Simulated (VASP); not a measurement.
Write the native input for VASP 6.6.1 that does the following.

```
Task                   : single point
Functional             : PBEsol
Potentials or basis    : VASP PAW PBE potentials, release 64 (Ru_pv)
Cutoff                 : 520 eV
k mesh                 : 18 × 18 × 18
Occupations            : gaussian, width 0.1 eV
Spin                   : no spin polarisation
Dipole correction      : no
Further INCAR settings : ALGO = Normal; EDIFF = 1e-06; NBANDS = 13
```

The structure of Ru lies in POSCAR:

```
Ru
1.0
    0.0000000000      1.8834025000      1.8834025000
    1.8834025000      0.0000000000      1.8834025000
    1.8834025000      1.8834025000      0.0000000000
Ru
1
Direct
    0.0000000000      0.0000000000      0.0000000000
```

This isn't the form of Ru at room conditions, which is hcp.

This cell differs from its parent crystal: strained.

One way to write it, as run:

INCAR

```
PREC = Accurate
ENCUT = 520
EDIFF = 1E-6
ISMEAR = 0
SIGMA = 0.1
LREAL = False
LASPH = True
NELM = 100
ALGO = Normal
ISIF = 2
LWAVE = False
LCHARG = False
GGA = PS
NBANDS = 13
```

KPOINTS

```
Automatic mesh
0
Gamma
  18 18 18
```

Potentials or basis: VASP PAW PBE potentials, release 64 (Ru_pv).

Run with:

```console
$ cat potpaw_PBE.64/Ru_pv/POTCAR > POTCAR
$ mpirun -np 1 vasp_std > vasp.out
```

It gave:

| Property | Result |
| --- | --- |
| Pressure | 0.3 GPa |
| Band gap on the k mesh | zero (bands 7 and 8 overlap by 3.56 eV) |

Caveat: the cell differs from its parent crystal (strained); the PAW data sets were made with another functional, which shifts forces and pressure a little.

Wall time 11 s on 1 thread of Intel(R) Xeon(R) 6975P-C (Granite Rapids), with other jobs on the host, peak memory 0.15 GiB.
